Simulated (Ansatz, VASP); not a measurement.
**MgS in VASP and in Ansatz**

```
Mg S
1.0
     0.00000    2.60152    2.60152
     2.60152    0.00000    2.60152
     2.60152    2.60152    0.00000
Mg S
1 1
Direct
  0.00000 0.00000 0.00000
  0.50000 0.50000 0.50000
```

Alike in both runs: task single point; functional r2SCAN; k mesh 6 × 6 × 6; occupations gaussian, width 0.5 eV; no spin polarisation.

```csv
,VASP,Ansatz
version,VASP 6.6.1,Ansatz 0.2.0
potentials or method,"VASP PAW PBE potentials, release 64 (Mg_sv, S)",plane waves
plane-wave cutoff (eV),920,500
valence electrons in the cell,16,16
```

|  | VASP | Ansatz | Ansatz less VASP |
| --- | --- | --- | --- |
| pressure (GPa) | 0.1 | 0.0 | -0.10 |

VASP's potentials were made for PBE, not for r2SCAN.
